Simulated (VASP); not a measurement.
# LiCl in VASP: a series of runs

Aim: see how the results for LiCl move with the level of theory and the settings. Levels: PBE, r2SCAN. Tasks: single point.

Program: VASP 6.6.1. These are calculated values, not measurements. Logs are shortened: lines on timing, memory, paths and dates and some standing lists are left out, and cuts for length are marked.

### Step 1. The cell of the first run

It takes space group F-43m (No. 216, cubic). Conventional cell: a = 5.639 Å, b = 5.639 Å, c = 5.639 Å, α = 90.00°, β = 90.00°, γ = 90.00°. Li (site symmetry -43m) has 4 Cl at 2.44 Å within 3.2 Å. Cl (site symmetry -43m) has 4 Li at 2.44 Å within 3.2 Å.

### Step 2. Single point, PBE (strain +3.2%)

The input, INCAR:

```
SYSTEM = LiCl
PREC = Accurate
ENCUT = 520
EDIFF = 1E-6
ISMEAR = -1
SIGMA = 0.02
LREAL = .False.
LASPH = .True.
NELM = 60
ALGO = Normal
ISIF = 2
LWAVE = .False.
LCHARG = .False.
GGA = PE
NBANDS = 12
```

The input, KPOINTS:

```
regular mesh
0
Gamma
  8 8 8
  0 0 0
```

The input, POSCAR:

```
LiCl
1.0
    0.0000000000      2.8194066883      2.8194066883
    2.8194066883      0.0000000000      2.8194066883
    2.8194066883      2.8194066883      0.0000000000
Li Cl
1 1
Direct
    0.0000000000      0.0000000000      0.0000000000
    0.2500000000      0.2500000000      0.2500000000
```

Potentials or basis: VASP PAW PBE potentials, release 64 (Li_sv, Cl).

Run with:

```
$ cat potpaw_PBE.64/Li_sv/POTCAR potpaw_PBE.64/Cl/POTCAR > POTCAR
$ mpirun -np 1 vasp_std > vasp.out
```

OUTCAR:

```text
SYSTEM = LiCl
   PREC = Accurate
   ENCUT = 520
   EDIFF = 1E-6
   ISMEAR = -1
   LREAL = .False.
   LASPH = .True.
   NELM = 60
   ISIF = 2
   GGA = PE

 ion  position               nearest neighbor table
   1  0.000  0.000  0.000-   2 2.44   2 2.44   2 2.44   2 2.44
   2  0.250  0.250  0.250-   1 2.44   1 2.44   1 2.44   1 2.44

  LATTYP: Found a face centered cubic cell.
 ALAT       =     5.6388133766

  Lattice vectors:

 A1 = (   0.0000000000,   2.8194066883,   2.8194066883)
 A2 = (   2.8194066883,   0.0000000000,   2.8194066883)
 A3 = (   2.8194066883,   2.8194066883,   0.0000000000)

Analysis of symmetry for initial positions (statically):
=====================================================================
 Subroutine PRICEL returns:
 Original cell was already a primitive cell.

 Routine SETGRP: Setting up the symmetry group for a
 face centered cubic supercell.

 Subroutine GETGRP returns: Found 24 space group operations
 (whereof 24 operations were pure point group operations)
 out of a pool of 48 trial point group operations.

The static configuration has the point symmetry T_d .

Analysis of symmetry for dynamics (positions and initial velocities):
=====================================================================
 Subroutine PRICEL returns:
 Original cell was already a primitive cell.

 Routine SETGRP: Setting up the symmetry group for a
 face centered cubic supercell.

 Subroutine GETGRP returns: Found 24 space group operations
 (whereof 24 operations were pure point group operations)
 out of a pool of 48 trial point group operations.

The dynamic configuration has the point symmetry T_d .

 Subroutine INISYM returns: Found 24 space group operations
 (whereof 24 operations are pure point group operations),
 and found     1 'primitive' translations

----------------------------------------------------------------------------------------

                                     Primitive cell

  volume of cell :      44.8232

  direct lattice vectors                    reciprocal lattice vectors
     0.000000000  2.819406688  2.819406688    -0.177342276  0.177342276  0.177342276
     2.819406688  0.000000000  2.819406688     0.177342276 -0.177342276  0.177342276
     2.819406688  2.819406688  0.000000000     0.177342276  0.177342276 -0.177342276

  length of vectors
     3.987243176  3.987243176  3.987243176     0.307165833  0.307165833  0.307165833

[... 87 lines left out ...]
   ISYM   =      2    0-nonsym 1-usesym 2-fastsym
   POTIM  = 0.5000    time-step for ionic-motion
   TEBEG  =    0.0;   TEEND  =   0.0 temperature during run
   PSTRESS=    0.0 pullay stress
   NELECT =      10.0000    total number of electrons
   NUPDOWN=      -1.0000    fix difference up-down
   EMIN   =  10.00;   EMAX   =-10.00  energy-range for DOS
   EFERMI =   0.00;   METHOD = LEGACY
   ISMEAR =    -1;   SIGMA  =   0.02  broadening in eV -4-tet -1-fermi 0-gaus
   EFERMI_NEDOS =   21; number of points for ismear=-14 and -15
   IALGO  =     38    algorithm
   IMIX   =      4    mixing-type and parameters
     AMIX     =   0.40;   BMIX     =  1.00
     AMIX_MAG =   1.60;   BMIX_MAG =  1.00
  volume/ion in A,a.u.               =      22.41       151.24
  Fermi-wavevector in a.u.,A,eV,Ry     =   0.992904  1.876316 13.413408  0.985858
  Thomas-Fermi vector in A             =   2.124748
   LORBIT       =      0    0 simple, 1 ext, 2 COOP (PROOUT), +10 PAW based schemes
   GGA     = PE    functional components
   LHFCALC =     F    Hartree Fock is set to
   AEXX    =    0.0000 exact exchange contribution
   IVDW    =     0    specifies the selected vdW correction
   LEPSILON=     F    determine dielectric tensor
   LRPA    =     F    only Hartree local field effects (RPA)
 non-spin polarized calculation
  energy-cutoff  :      520.00
  volume of cell :       44.82
 maximum number of plane-waves:      1243
 NGX is ok and might be reduce to    30
   NGX = 15   NGY = 15   NGZ = 15

 number of electron      10.0000002 magnetization

 Free energy of the ion-electron system (eV)
  ---------------------------------------------------
  ext. energy  EPLUGINS =         0.00000000
  ---------------------------------------------------
  free energy    TOTEN  =        -7.41446501 eV

  energy without entropy =       -7.41446501  energy(sigma->0) =       -7.41446501

 E-fermi :  -1.0962     XC(G=0):  -7.3624

 val. band max:       -1.6470625558   @ k =   0.0000   0.0000   0.0000
 cond. band min:       4.0955682285   @ k =   0.0000   0.0000   0.0000
 fundamental gap:      5.7426307842
 Fermi energy:        -1.0961946707

 k-point     1 :       0.0000    0.0000    0.0000
  band No.  band energies     occupation
      1     -44.7209      2.00000
      2     -14.1894      2.00000
      3      -1.6471      2.00000
      4      -1.6471      2.00000
      5      -1.6471      2.00000
      6       4.0956      0.00000
      7       8.3982      0.00000
      8       8.3983      0.00000
      9       8.3983      0.00000
     10      12.6117      0.00000
     11      12.6117      0.00000
     12      15.4877      0.00000
[... 331 lines left out ...]
 k-point    24 :      -0.3750    0.2500    0.1250
  band No.  band energies     occupation
      1     -44.7198      2.00000
      2     -13.9192      2.00000
      3      -3.1859      2.00000
      4      -2.3426      2.00000
      5      -2.0823      2.00000
      6       7.0357      0.00000
      7       7.3312      0.00000
      8       9.5100      0.00000
      9       9.5435      0.00000
     10      11.6982      0.00000
     11      13.6756      0.00000
     12      14.5036      0.00000

 [... further k-points ...]

------------------------ aborting loop because EDIFF is reached ----------------------------------------

  FORCE on cell =-STRESS in cart. coord.  units (eV):
  Direction    XX          YY          ZZ          XY          YZ          ZX
  --------------------------------------------------------------------------------------
  -------------------------------------------------------------------------------------
  Total       -0.4123035     -0.4123035     -0.4123035      0.0000000      0.0000000     -0.0000000
  in kB      -14.7375202    -14.7375202    -14.7375202      0.0000000      0.0000000     -0.0000000
  external PRESSURE =     -14.7375202 kB  Pullay stress =       0.0000000 kB

 VOLUME and BASIS-vectors are now :
 -----------------------------------------------------------------------------
  energy-cutoff  :      520.00
  volume of cell :       44.82
      direct lattice vectors                 reciprocal lattice vectors
     0.000000000  2.819406688  2.819406688    -0.177342276  0.177342276  0.177342276
     2.819406688  0.000000000  2.819406688     0.177342276 -0.177342276  0.177342276
     2.819406688  2.819406688  0.000000000     0.177342276  0.177342276 -0.177342276

 POSITION                                       TOTAL-FORCE (eV/Angst)
 -----------------------------------------------------------------------------------
      0.00000      0.00000      0.00000         0.000000      0.000000      0.000000
      1.40970      1.40970      1.40970        -0.000000     -0.000000     -0.000000
 -----------------------------------------------------------------------------------
    total drift:                               -0.000000     -0.000000      0.000000

  FREE ENERGIE OF THE ION-ELECTRON SYSTEM (eV)
  ---------------------------------------------------
  free  energy   TOTEN  =        -7.4144650062 eV

  energy  without entropy=       -7.4144650062  energy(sigma->0) =       -7.41446501
```

stdout:

```text
POSCAR found type information on POSCAR LiCl
 POSCAR found :  2 types and       2 ions
 scaLAPACK will be used
 LDA part: xc-table for (Slater+PW92), standard interpolation
 POSCAR, INCAR and KPOINTS ok, starting setup
 FFT: planning ... GRIDC
 FFT: planning ... GRID_SOFT
 FFT: planning ... GRID
 WAVECAR not read
 entering main loop
```

It took 14 s on 1 thread of Intel Xeon Platinum 8259CL at 2.50GHz (Skylake/Cascade Lake), shared host; peak memory 0.16 GiB.

What came out:

```yaml
Free_energy: -7.4145 eV
Band_gap_on_the_k_mesh: 5.74 eV
```

Levels at points of the mesh, in eV from the valence-band top:
```tsv
k point	band 2	band 3	band 4	band 5	band 6	band 7	band 8	band 9
(0.00, 0.00, 0.00)	-12.54	0.00	0.00	0.00	5.74	10.05	10.05	10.05
(0.50, 0.00, 0.00)	-12.31	-1.76	-0.25	-0.25	8.09	10.22	10.22	10.23
(0.50, 0.50, 0.00)	-12.24	-1.43	-0.72	-0.72	6.67	9.55	12.64	13.28
```

Caveat: the cell differs from its parent crystal (strain +3.2%); the cutoff is under 1.25 times the usual one of these potentials, so pressure, stress and relaxed cells hold a basis-set (Pulay) error; the structure was generated, so it needn't be the stable form of LiCl. A k mesh can miss the band edges.

### Step 3. Single point, r2SCAN (strain +3.2%)

POSCAR is that of step 2.

The input, INCAR.step1:

```
PREC = Accurate ; ENCUT = 520
ISMEAR = 0 ; SIGMA = 0.01
LREAL = False ; LASPH = True
NELM = 60 ; NBANDS = 12
GGA = PE ; ALGO = Normal
EDIFF = 1E-4 ; LWAVE = True
LCHARG = False
```

The input, INCAR.step2:

```
PREC = Accurate ; ENCUT = 520
EDIFF = 1E-6 ; ISMEAR = 0
SIGMA = 0.01 ; LREAL = False
LASPH = True ; NELM = 60
ALGO = Normal ; ISIF = 2
LWAVE = False ; LCHARG = True
METAGGA = R2SCAN ; LMIXTAU = True
LELF = True ; LVHAR = True
NBANDS = 12 ; ISTART = 1
```

The input, KPOINTS:

```
Automatic mesh
0
Gamma
  8 8 8
```

Potentials or basis: VASP PAW PBE potentials, release 64 (Li_sv, Cl).

Run with:

```
$ cat potpaw_PBE.64/Li_sv/POTCAR potpaw_PBE.64/Cl/POTCAR > POTCAR
$ cp INCAR.step1 INCAR
$ mpirun -np 1 vasp_std > vasp.out
$ cp INCAR.step2 INCAR
$ mpirun -np 1 vasp_std > vasp.out
```

Run time: 67 s. Hardware: 1 thread of Intel Xeon Platinum 8259CL at 2.50GHz (Skylake/Cascade Lake), shared host; peak memory 0.16 GiB.

It converged, with:

* Free energy: -12.5453 eV
* Band gap on the k mesh: 6.43 eV

Levels at points of the mesh, in eV from the valence-band top:
```csv
k point,band 1,band 2,band 3,band 4,band 5,band 6,band 7,band 8,band 9,band 10
"(0.00, 0.00, 0.00)",-44.34,-13.10,0.00,0.00,0.00,6.43,10.92,10.92,10.92,15.05
"(0.50, 0.00, 0.00)",-44.34,-12.87,-1.76,-0.25,-0.25,8.90,10.93,11.01,11.01,16.65
"(0.50, 0.50, 0.00)",-44.34,-12.79,-1.44,-0.72,-0.72,7.21,10.32,13.75,14.42,14.42
```

Caveat: the cell differs from its parent crystal (strain +3.2%); the cutoff is under 1.25 times the usual one of these potentials, so pressure, stress and relaxed cells hold a basis-set (Pulay) error; the structure was generated, so it needn't be the stable form of LiCl; the PAW data sets were made with another functional, which shifts forces and pressure a little.

(Continued in part 2 of 3.)
